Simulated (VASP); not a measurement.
A run of VASP 6.6.1 is set up as follows.

The input INCAR:

```
SYSTEM = BN
PREC     = Accurate       ! precision mode
ENCUT    = 520            ! plane-wave cutoff, eV
EDIFF    = 1E-7           ! SCF threshold, eV
ISMEAR   = 0              ! smearing method
SIGMA    = 0.05           ! smearing width, eV
LREAL    = .False.        ! projectors in reciprocal space
LASPH    = .True.         ! aspherical terms in the spheres
NELM     = 80             ! most SCF steps
ALGO     = Normal         ! electronic algorithm
ISIF     = 2              ! what is computed and relaxed
LWAVE    = .False.        ! write WAVECAR
LCHARG   = .False.        ! write CHGCAR
GGA      = PE             ! functional
IVDW     = 12             ! dispersion correction
NBANDS   = 26             ! bands
```

Contents of KPOINTS:

```
regular mesh
0
Gamma
  10 10 2
  0 0 0
```

POSCAR

```
BN
1.0
   -2.5039917043      0.0000000000      0.0000000000
   -1.2519958521     -2.1685204268      0.0000000000
   -2.1908675417     -1.2648979650     13.3224000000
B N
4 4
Direct
   -0.1770541667     -0.1770541667      0.8750000000
    0.1145958333      0.1145958333      0.3750000000
    0.5937541667      0.5937541667      0.1250000000
    0.3021041667      0.3021041667      0.6250000000
    0.2604208333      0.2604208333      0.1250000000
   -0.0312291667     -0.0312291667      0.6250000000
    0.1562791667      0.1562791667      0.8750000000
    0.4479291667      0.4479291667      0.3750000000
```

Potentials or basis: VASP PAW PBE potentials, release 64 (B, N).

Command:

```console
$ cat potpaw_PBE.64/B/POTCAR potpaw_PBE.64/N/POTCAR > POTCAR
$ mpirun -np 1 vasp_std > vasp.out
```

Predict the band gap on the k mesh.

4.07 eV (least direct gap 4.23 eV).

What does it give for the dispersion energy per atom?

-0.141 eV.

Predict the largest force.

0.027 eV/Å.

Stress tensor (GPa, compression positive):
```
 1.15  0.02 -0.10
 0.02  1.13 -0.06
-0.10 -0.06 -0.22
```

A k mesh can miss the band edges.
